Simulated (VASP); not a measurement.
# HfOs (Pm-3m) in VASP: notebook

Runs on HfOs. Level: LDA. Tasks: single point.

Program: VASP 6.6.1. These are calculated values, not measurements. Logs are shortened: lines on timing, memory, paths and dates and some standing lists are left out, and cuts for length are marked.

## 1. The cell of the first run

The structure is cubic, space group Pm-3m (No. 221). The conventional cell has a = 3.203 Å, b = 3.203 Å, c = 3.203 Å, α = 90.00°, β = 90.00°, γ = 90.00°. Within 3.7 Å of Hf (site symmetry m-3m) lie 8 Os at 2.77 Å and 6 Hf at 3.20 Å. Within 3.7 Å of Os (site symmetry m-3m) lie 8 Hf at 2.77 Å and 6 Os at 3.20 Å.

## 2. Single point, LDA

INCAR

```
PREC = Accurate
ENCUT = 520
EDIFF = 1E-6
ISMEAR = -1
SIGMA = 0.05
LREAL = False
LASPH = True
NELM = 100
ALGO = Normal
ISIF = 2
LWAVE = False
LCHARG = False
NBANDS = 16
```

KPOINTS

```
Automatic mesh
0
Gamma
  7 7 7
```

POSCAR

```
HfOs
1.0
    3.2025154450      0.0000000000      0.0000000000
    0.0000000000      3.2025154450      0.0000000000
    0.0000000000      0.0000000000      3.2025154450
Hf Os
1 1
Direct
    0.0000000000      0.0000000000      0.0000000000
    0.5000000000      0.5000000000      0.5000000000
```

Potentials or basis: VASP PAW LDA potentials, release 64 (Hf_pv, Os).

On the command line:

```sh
$ cat potpaw_LDA.64/Hf_pv/POTCAR potpaw_LDA.64/Os/POTCAR > POTCAR
$ mpirun -np 1 vasp_std > vasp.out
```

OUTCAR:

```text
PREC = Accurate
   ENCUT = 520
   EDIFF = 1E-6
   ISMEAR = -1
   LREAL = False
   LASPH = True
   NELM = 100
   ISIF = 2

 ion  position               nearest neighbor table
   1  0.000  0.000  0.000-   2 2.77   2 2.77   2 2.77   2 2.77   2 2.77   2 2.77   2 2.77   2 2.77

   2  0.500  0.500  0.500-   1 2.77   1 2.77   1 2.77   1 2.77   1 2.77   1 2.77   1 2.77   1 2.77

  LATTYP: Found a simple cubic cell.
 ALAT       =     3.2025154450

  Lattice vectors:

 A1 = (   3.2025154450,   0.0000000000,   0.0000000000)
 A2 = (   0.0000000000,   3.2025154450,   0.0000000000)
 A3 = (   0.0000000000,   0.0000000000,   3.2025154450)

Analysis of symmetry for initial positions (statically):
=====================================================================
 Subroutine PRICEL returns:
 Original cell was already a primitive cell.

 Routine SETGRP: Setting up the symmetry group for a
 simple cubic supercell.

 Subroutine GETGRP returns: Found 48 space group operations
 (whereof 48 operations were pure point group operations)
 out of a pool of 48 trial point group operations.

The static configuration has the point symmetry O_h .

Analysis of symmetry for dynamics (positions and initial velocities):
=====================================================================
 Subroutine PRICEL returns:
 Original cell was already a primitive cell.

 Routine SETGRP: Setting up the symmetry group for a
 simple cubic supercell.

 Subroutine GETGRP returns: Found 48 space group operations
 (whereof 48 operations were pure point group operations)
 out of a pool of 48 trial point group operations.

The dynamic configuration has the point symmetry O_h .

 Subroutine INISYM returns: Found 48 space group operations
 (whereof 48 operations are pure point group operations),
 and found     1 'primitive' translations

----------------------------------------------------------------------------------------

                                     Primitive cell

  volume of cell :      32.8453

  direct lattice vectors                    reciprocal lattice vectors
     3.202515445  0.000000000  0.000000000     0.312254544  0.000000000  0.000000000
     0.000000000  3.202515445  0.000000000     0.000000000  0.312254544  0.000000000
     0.000000000  0.000000000  3.202515445     0.000000000  0.000000000  0.312254544

  length of vectors
     3.202515445  3.202515445  3.202515445     0.312254544  0.312254544  0.312254544

  position of ions in fractional coordinates (direct lattice)
     0.000000000  0.000000000  0.000000000
     0.500000000  0.500000000  0.500000000

  ion indices of the primitive-cell ions
   primitive index   ion index
                 1           1
                 2           2

----------------------------------------------------------------------------------------

 KPOINTS: Automatic mesh

Automatic generation of k-mesh.
 Grid dimensions read from file:
 generate k-points for:    7    7    7

 Generating k-lattice:

  Cartesian coordinates                     Fractional coordinates (reciprocal lattice)
     0.044607792  0.000000000  0.000000000     0.142857143  0.000000000  0.000000000
     0.000000000  0.044607792  0.000000000     0.000000000  0.142857143  0.000000000
     0.000000000  0.000000000  0.044607792     0.000000000  0.000000000  0.142857143

  Length of vectors
     0.044607792  0.044607792  0.044607792

  Shift w.r.t. Gamma in fractional coordinates (k-lattice)
     0.000000000  0.000000000  0.000000000

 Subroutine IBZKPT returns following result:
 ===========================================

 Found     20 irreducible k-points:

 Following reciprocal coordinates:
            Coordinates               Weight
  0.000000  0.000000  0.000000      1.000000
  0.142857  0.000000  0.000000      6.000000
  0.285714  0.000000  0.000000      6.000000
  0.428571  0.000000  0.000000      6.000000
  0.142857  0.142857  0.000000     12.000000
  0.285714  0.142857  0.000000     24.000000
[... 12 lines left out ...]
  0.428571  0.428571  0.285714     24.000000
  0.428571  0.428571  0.428571      8.000000
   k-points           NKPTS =     20   k-points in BZ     NKDIM =     20   number of bands    NBANDS=     16
   number of dos      NEDOS =    301   number of ions     NIONS =      2
   total plane-waves  NPLWV =  13824
   dimension x,y,z NGX =    24 NGY =   24 NGZ =   24
   dimension x,y,z NGXF=    48 NGYF=   48 NGZF=   48
   ions per type =               1   1
   NGX,Y,Z   is equivalent  to a cutoff of  12.46, 12.46, 12.46 a.u.
   NGXF,Y,Z  is equivalent  to a cutoff of  24.92, 24.92, 24.92 a.u.
 SYSTEM =  unknown system
   PREC   = accura    normal or accurate (medium, high low for compatibility)
   ISTART =      0    job   : 0-new  1-cont  2-samecut
   ICHARG =      2    charge: 1-file 2-atom 10-const
   ISPIN  =      1    spin polarized calculation?
   LNONCOLLINEAR =      F non collinear calculations
   LSORBIT =      F    spin-orbit coupling
   LASPH  =      T    aspherical Exc in radial PAW
   ENCUT  =  520.0 eV  38.22 Ry    6.18 a.u.   5.95  5.95  5.95*2*pi/ulx,y,z
   NELM   =    100;   NELMIN=  2; NELMDL= -5     # of ELM steps
   EDIFF  = 0.1E-05   stopping-criterion for ELM
   LREAL  =      F    real-space projection
   EDIFFG = 0.1E-04   stopping-criterion for IOM
   NSW    =      0    number of steps for IOM
   IBRION =     -1    ionic relax: 0-MD 1-quasi-New 2-CG
   NFREE  =      0    steps in history (QN), initial steepest desc. (CG)
   ISIF   =      2    stress and relaxation
   ISYM   =      2    0-nonsym 1-usesym 2-fastsym
   POTIM  = 0.5000    time-step for ionic-motion
   TEBEG  =    0.0;   TEEND  =   0.0 temperature during run
   PSTRESS=    0.0 pullay stress
   NELECT =      18.0000    total number of electrons
   NUPDOWN=      -1.0000    fix difference up-down
   EMIN   =  10.00;   EMAX   =-10.00  energy-range for DOS
   EFERMI =   0.00;   METHOD = LEGACY
   ISMEAR =    -1;   SIGMA  =   0.05  broadening in eV -4-tet -1-fermi 0-gaus
   EFERMI_NEDOS =   21; number of points for ismear=-14 and -15
   IALGO  =     38    algorithm
   IMIX   =      4    mixing-type and parameters
     AMIX     =   0.40;   BMIX     =  1.00
     AMIX_MAG =   1.60;   BMIX_MAG =  1.00
  volume/ion in A,a.u.               =      16.42       110.83
  Fermi-wavevector in a.u.,A,eV,Ry     =   1.339701  2.531667 24.419707  1.794798
  Thomas-Fermi vector in A             =   2.468072
   LORBIT       =      0    0 simple, 1 ext, 2 COOP (PROOUT), +10 PAW based schemes
   GGA     = CA    functional components
   LHFCALC =     F    Hartree Fock is set to
   AEXX    =    0.0000 exact exchange contribution
   IVDW    =     0    specifies the selected vdW correction
   LEPSILON=     F    determine dielectric tensor
   LRPA    =     F    only Hartree local field effects (RPA)
 non-spin polarized calculation
  energy-cutoff  :      520.00
  volume of cell :       32.85
 maximum number of plane-waves:       903
 NGX is ok and might be reduce to    24
   NGX = 11   NGY = 11   NGZ = 11

 number of electron      17.9999999 magnetization

 Free energy of the ion-electron system (eV)
  ---------------------------------------------------
  ext. energy  EPLUGINS =         0.00000000
  ---------------------------------------------------
  free energy    TOTEN  =       -24.78724474 eV

  energy without entropy =      -24.78466625  energy(sigma->0) =      -24.78595549

 E-fermi :   7.1810     XC(G=0): -13.1077

 val. band max:        7.1807486759   @ k =   0.4286   0.4286   0.0000
 cond. band min:       7.5175010062   @ k =   0.4286   0.1429   0.0000
 fundamental gap:      0.3367523303
 Fermi energy:         7.1809506579

 k-point     1 :       0.0000    0.0000    0.0000
  band No.  band energies     occupation
      1     -22.7839      2.00000
      2     -22.7839      2.00000
      3     -22.7839      2.00000
      4      -1.7507      2.00000
      5       1.8046      2.00000
      6       1.8046      2.00000
[... 8 lines left out ...]
     15      15.7992      0.00000
     16      15.7992      0.00000

 k-point     2 :       0.1429    0.0000    0.0000
  band No.  band energies     occupation
      1     -22.8750      2.00000
      2     -22.7807      2.00000
      3     -22.7807      2.00000
      4      -1.2655      2.00000
      5       2.0279      2.00000
      6       2.1660      2.00000
[... 8 lines left out ...]
     15      14.3843      0.00000
     16      18.0597      0.00000

 k-point     3 :       0.2857    0.0000    0.0000
  band No.  band energies     occupation
      1     -23.0740      2.00000
      2     -22.7736      2.00000
      3     -22.7736      2.00000
      4       0.0558      2.00000
      5       2.6571      2.00000
      6       2.9439      2.00000
[... 8 lines left out ...]
     15      12.9191      0.00000
     16      19.5255      0.00000

 k-point     4 :       0.4286    0.0000    0.0000
  band No.  band energies     occupation
      1     -23.2283      2.00000
      2     -22.7679      2.00000
      3     -22.7679      2.00000
      4       1.7764      2.00000
      5       3.1372      2.00000
      6       3.4522      2.00000
[... 8 lines left out ...]
     15      13.4524      0.00000
     16      19.5251      0.00000
[... 248 lines left out ...]
 k-point    18 :       0.4286    0.2857    0.2857
  band No.  band energies     occupation
      1     -23.1439      2.00000
      2     -23.0011      2.00000
      3     -22.9857      2.00000
      4       2.9417      2.00000
      5       3.0630      2.00000
      6       4.1663      2.00000
[... 8 lines left out ...]
     15      16.6051      0.00000
     16      16.9574      0.00000

 k-point    19 :       0.4286    0.4286    0.2857
  band No.  band energies     occupation
      1     -23.1301      2.00000
      2     -23.1292      2.00000
      3     -22.9851      2.00000
      4       3.0468      2.00000
      5       3.1905      2.00000
      6       3.9215      2.00000
[... 8 lines left out ...]
     15      16.0409      0.00000
     16      17.2064      0.00000

 k-point    20 :       0.4286    0.4286    0.4286
  band No.  band energies     occupation
      1     -23.1270      2.00000
      2     -23.1270      2.00000
      3     -23.1225      2.00000
      4       3.6539      2.00000
      5       4.0969      2.00000
      6       4.0969      2.00000
[... 8 lines left out ...]
     15      16.2865      0.00000
     16      18.3130      0.00000

------------------------ aborting loop because EDIFF is reached ----------------------------------------

  FORCE on cell =-STRESS in cart. coord.  units (eV):
  Direction    XX          YY          ZZ          XY          YZ          ZX
  --------------------------------------------------------------------------------------
  -------------------------------------------------------------------------------------
  Total       -0.0521180     -0.0521180     -0.0521180     -0.0000000      0.0000000      0.0000000
  in kB       -2.5422887     -2.5422887     -2.5422887     -0.0000000      0.0000000      0.0000000
  external PRESSURE =      -2.5422887 kB  Pullay stress =       0.0000000 kB

 VOLUME and BASIS-vectors are now :
 -----------------------------------------------------------------------------
  energy-cutoff  :      520.00
  volume of cell :       32.85
      direct lattice vectors                 reciprocal lattice vectors
     3.202515445  0.000000000  0.000000000     0.312254544  0.000000000  0.000000000
     0.000000000  3.202515445  0.000000000     0.000000000  0.312254544  0.000000000
     0.000000000  0.000000000  3.202515445     0.000000000  0.000000000  0.312254544

 POSITION                                       TOTAL-FORCE (eV/Angst)
 -----------------------------------------------------------------------------------
      0.00000      0.00000      0.00000         0.000000      0.000000      0.000000
      1.60126      1.60126      1.60126         0.000000      0.000000      0.000000
 -----------------------------------------------------------------------------------
    total drift:                                0.000000      0.000000     -0.000000

  FREE ENERGIE OF THE ION-ELECTRON SYSTEM (eV)
  ---------------------------------------------------
  free  energy   TOTEN  =       -24.7872447379 eV

  energy  without entropy=      -24.7846662474  energy(sigma->0) =      -24.78595549
```

It took 5.3 s on 1 thread of Intel Xeon 6975P-C, shared host; peak memory 0.13 GiB.

What came out:

```
Free energy            : -24.7872 eV
Pressure               : -0.3 GPa
Band gap on the k mesh : zero (band 9 reaches 7.18 eV, above the bottom of band 10 at 6.64 eV)
```

Levels at points of the mesh, in eV from the Fermi level:
```
           k point  band 6  band 7  band 8  band 9  band 10  band 11  band 12  band 13
(0.00, 0.00, 0.00)   -5.38   -1.45   -1.45   -1.45     2.70     2.70     6.42     6.42
```

Caveat: spin-orbit coupling is left out, which moves the levels of the heavy elements.

## 3. Single point, LDA

INCAR

```
SYSTEM = HfOs
PREC = Accurate ; ENCUT = 520
EDIFF = 1E-7 ; ISMEAR = -1
SIGMA = 0.05 ; LREAL = .False.
LASPH = .True. ; NELM = 80
ALGO = Normal ; ISIF = 2
LWAVE = .False. ; LCHARG = .True.
LELF = .True. ; LVHAR = .True.
NBANDS = 16
```

KPOINTS

```
Automatic mesh
0
Gamma
  7 7 7
  0 0 0
```

POSCAR is that of step 2.

Potentials or basis: VASP PAW LDA potentials, release 64 (Hf_pv, Os).

On the command line:

```sh
$ cat potpaw_LDA.64/Hf_pv/POTCAR potpaw_LDA.64/Os/POTCAR > POTCAR
$ mpirun -np 1 vasp_std > vasp.out
```

OUTCAR:

```text
SYSTEM = HfOs
   PREC = Accurate
   ENCUT = 520
   EDIFF = 1E-7
   ISMEAR = -1
   LREAL = .False.
   LASPH = .True.
   NELM = 80
   ISIF = 2

 ion  position               nearest neighbor table
   1  0.000  0.000  0.000-   2 2.77   2 2.77   2 2.77   2 2.77   2 2.77   2 2.77   2 2.77   2 2.77

   2  0.500  0.500  0.500-   1 2.77   1 2.77   1 2.77   1 2.77   1 2.77   1 2.77   1 2.77   1 2.77

  LATTYP: Found a simple cubic cell.
 ALAT       =     3.2025154450

  Lattice vectors:

 A1 = (   3.2025154450,   0.0000000000,   0.0000000000)
 A2 = (   0.0000000000,   3.2025154450,   0.0000000000)
 A3 = (   0.0000000000,   0.0000000000,   3.2025154450)

Analysis of symmetry for initial positions (statically):
=====================================================================
 Subroutine PRICEL returns:
 Original cell was already a primitive cell.

 Routine SETGRP: Setting up the symmetry group for a
 simple cubic supercell.

 Subroutine GETGRP returns: Found 48 space group operations
 (whereof 48 operations were pure point group operations)
 out of a pool of 48 trial point group operations.

The static configuration has the point symmetry O_h .

Analysis of symmetry for dynamics (positions and initial velocities):
=====================================================================
 Subroutine PRICEL returns:
 Original cell was already a primitive cell.

 Routine SETGRP: Setting up the symmetry group for a
 simple cubic supercell.

 Subroutine GETGRP returns: Found 48 space group operations
 (whereof 48 operations were pure point group operations)
 out of a pool of 48 trial point group operations.

The dynamic configuration has the point symmetry O_h .

 Subroutine INISYM returns: Found 48 space group operations
 (whereof 48 operations are pure point group operations),
 and found     1 'primitive' translations

----------------------------------------------------------------------------------------

[... 106 lines left out ...]
     AMIX     =   0.40;   BMIX     =  1.00
     AMIX_MAG =   1.60;   BMIX_MAG =  1.00
  volume/ion in A,a.u.               =      16.42       110.83
  Fermi-wavevector in a.u.,A,eV,Ry     =   1.339701  2.531667 24.419707  1.794798
  Thomas-Fermi vector in A             =   2.468072
   LORBIT       =      0    0 simple, 1 ext, 2 COOP (PROOUT), +10 PAW based schemes
   GGA     = CA    functional components
   LHFCALC =     F    Hartree Fock is set to
   AEXX    =    0.0000 exact exchange contribution
   IVDW    =     0    specifies the selected vdW correction
   LEPSILON=     F    determine dielectric tensor
   LRPA    =     F    only Hartree local field effects (RPA)
 non-spin polarized calculation
  energy-cutoff  :      520.00
  volume of cell :       32.85
 maximum number of plane-waves:       903
 NGX is ok and might be reduce to    24
   NGX = 11   NGY = 11   NGZ = 11

 number of electron      17.9999999 magnetization

 Free energy of the ion-electron system (eV)
  ---------------------------------------------------
  ext. energy  EPLUGINS =         0.00000000
  ---------------------------------------------------
  free energy    TOTEN  =       -24.78724474 eV

  energy without entropy =      -24.78466625  energy(sigma->0) =      -24.78595550

 E-fermi :   7.1810     XC(G=0): -13.1077

 val. band max:        7.1807486528   @ k =   0.4286   0.4286   0.0000
 cond. band min:       7.5175009395   @ k =   0.4286   0.1429   0.0000
 fundamental gap:      0.3367522867
 Fermi energy:         7.1809506344

 k-point     1 :       0.0000    0.0000    0.0000
  band No.  band energies     occupation
      1     -22.7839      2.00000
      2     -22.7839      2.00000
      3     -22.7839      2.00000
      4      -1.7507      2.00000
      5       1.8046      2.00000
      6       1.8046      2.00000
[... 357 lines left out ...]
      3     -23.1225      2.00000
      4       3.6539      2.00000
      5       4.0969      2.00000
      6       4.0969      2.00000
[... 8 lines left out ...]
     15      16.2865      0.00000
     16      18.3130      0.00000

------------------------ aborting loop because EDIFF is reached ----------------------------------------

  FORCE on cell =-STRESS in cart. coord.  units (eV):
  Direction    XX          YY          ZZ          XY          YZ          ZX
  --------------------------------------------------------------------------------------
  -------------------------------------------------------------------------------------
  Total       -0.0524477     -0.0524477     -0.0524477     -0.0000000     -0.0000000      0.0000000
  in kB       -2.5583685     -2.5583685     -2.5583685     -0.0000000     -0.0000000      0.0000000
  external PRESSURE =      -2.5583685 kB  Pullay stress =       0.0000000 kB

 VOLUME and BASIS-vectors are now :
 -----------------------------------------------------------------------------
  energy-cutoff  :      520.00
  volume of cell :       32.85
      direct lattice vectors                 reciprocal lattice vectors
     3.202515445  0.000000000  0.000000000     0.312254544  0.000000000  0.000000000
     0.000000000  3.202515445  0.000000000     0.000000000  0.312254544  0.000000000
     0.000000000  0.000000000  3.202515445     0.000000000  0.000000000  0.312254544

 POSITION                                       TOTAL-FORCE (eV/Angst)
 -----------------------------------------------------------------------------------
      0.00000      0.00000      0.00000         0.000000      0.000000      0.000000
      1.60126      1.60126      1.60126         0.000000      0.000000      0.000000
 -----------------------------------------------------------------------------------
    total drift:                                0.000000      0.000000     -0.000000

  FREE ENERGIE OF THE ION-ELECTRON SYSTEM (eV)
  ---------------------------------------------------
  free  energy   TOTEN  =       -24.7872447448 eV

  energy  without entropy=      -24.7846662543  energy(sigma->0) =      -24.78595550
```

It took 5.5 s on 1 thread of Intel Xeon 6975P-C, shared host; peak memory 0.13 GiB.

Results:

| Item | Value |
| --- | --- |
| Free energy | -24.7872 eV |
| Pressure | -0.3 GPa |
| Band gap on the k mesh | zero (band 9 reaches 7.18 eV, above the bottom of band 10 at 6.64 eV) |

Levels at points of the mesh, in eV from the Fermi level:
```
           k point  band 5  band 6  band 7  band 8  band 9  band 10  band 11  band 12  band 13  band 14
(0.00, 0.00, 0.00)   -5.38   -5.38   -1.45   -1.45   -1.45     2.70     2.70     6.42     6.42     6.42
```

Caveat: spin-orbit coupling is left out, which moves the levels of the heavy elements.
